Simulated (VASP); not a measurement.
A run of VASP 6.6.1 is set up as follows.

Contents of INCAR:

```
SYSTEM = Ti2H
PREC = Accurate
ENCUT = 520
EDIFF = 1E-6
ISMEAR = -1
SIGMA = 0.1
LREAL = .FALSE.
LASPH = .TRUE.
NELM = 100
ALGO = Normal
ISIF = 2
LWAVE = .FALSE.
LCHARG = .TRUE.
GGA = PS
LELF = .TRUE.
LVHAR = .TRUE.
NBANDS = 34
```

File KPOINTS:

```
Automatic mesh
0
G
  6 6 6
  0 0 0
```

File POSCAR:

```
Ti2H
1.0
    4.1132716913      0.0000000000      0.0000000000
    0.0000000000      4.1132716913      0.0000000000
    0.0000000000      0.0000000000      4.1132716913
Ti H
4 2
Direct
    0.2500000000      0.7500000000      0.2500000000
    0.7500000000      0.2500000000      0.2500000000
    0.2500000000      0.2500000000      0.7500000000
    0.7500000000      0.7500000000      0.7500000000
    0.0000000000      0.0000000000      0.0000000000
    0.5000000000      0.5000000000      0.5000000000
```

Potentials or basis: VASP PAW PBE potentials, release 64 (Ti_sv, H).

The run is started by

```sh
$ cat potpaw_PBE.64/Ti_sv/POTCAR potpaw_PBE.64/H/POTCAR > POTCAR
$ mpirun -np 1 vasp_std > vasp.out
```

(1) Predict the band gap on the k mesh.

(2) What does it give for the pressure?

Results:

(1) zero (band 25 reaches 9.06 eV, above the bottom of band 26 at 7.95 eV).

(2) 7.3 GPa.

Caveat: the PAW data sets were made with another functional, which shifts forces and pressure a little.
